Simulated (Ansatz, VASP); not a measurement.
**Two plane-wave programs on Al2Cu**

Contents of INCAR:

```
  PREC = Accurate
  ENCUT = 520
  EDIFF = 1E-7
  ISMEAR = 0
  SIGMA = 0.15
  LREAL = F
  LASPH = T
  NELM = 100
  ALGO = Fast
  ISIF = 2
  LWAVE = F
  LCHARG = F
  GGA = PE
  NBANDS = 16
```

The input KPOINTS:

```
regular mesh
0
Gamma
  14 14 14
```

File POSCAR:

```
Al2Cu
1.0
   -2.0923419035      2.0923419035      2.7563729399
    2.0923419035     -2.0923419035      2.7563729399
    2.0923419035      2.0923419035     -2.7563729399
Al Cu
2 1
Direct
    0.7500000000      0.2500000000      0.5000000000
    0.2500000000      0.7500000000      0.5000000000
    0.5000000000      0.5000000000      0.0000000000
```

Input for Ansatz:

```yaml
crystal:
  lattice:
    - [-2.0923419035, 2.0923419035, 2.7563729399]
    - [2.0923419035, -2.0923419035, 2.7563729399]
    - [2.0923419035, 2.0923419035, -2.7563729399]
  atoms:
    - { symbol: Al, position: [0.75, 0.25, 0.5] }
    - { symbol: Al, position: [0.25, 0.75, 0.5] }
    - { symbol: Cu, position: [0.5, 0.5, 0.0] }
basis:
  ecutwfc: 520.0
kpoints:
  mp_grid: { grid: [14, 14, 14] }
hamiltonian:
  xc: pbe
  pseudopotentials: { kind: paw, azcp: { folder: soft_1 } }
scf:
  occupations: { method: gaussian, width: 0.15 }
output:
  forces: true
  stress: true
  eigenvalues: true
```

Change from the starting cell: strain +e along x and -e along y +0.0000, strain +e along z and -e/2 along x and y -0.0467.

Alike in both runs: task single point; functional PBE; k mesh 14 × 14 × 14; occupations gaussian, width 0.15 eV; no spin polarisation.

|  | VASP | Ansatz |
| --- | --- | --- |
| version | VASP 6.6.1 | Ansatz 0.2.0 |
| potentials or method | VASP PAW PBE potentials, release 64 (Al, Cu), cutoff 520 eV | scalar-relativistic, plane waves, PAW |
| valence electrons in the cell | 17 | 25 |

VASP gave:

| Property | Result |
| --- | --- |
| gap on the k mesh at the Fermi level (eV) | none |
| pressure (GPa) | 0.8 |
| traceless stress, the component that is largest in VASP (GPa) | 4.86 |

Question: What did Ansatz give for the same quantities?

Answer: gap on the k mesh at the Fermi level (eV): none; pressure (GPa): 0.5; traceless stress, the component that is largest in VASP (GPa): 4.93.

A gap of «none» marks a metal or a gap that the smearing closes. VASP's potentials hold 17 valence electrons a cell and Ansatz's 25, so a difference there can come from the potentials and not from the codes.
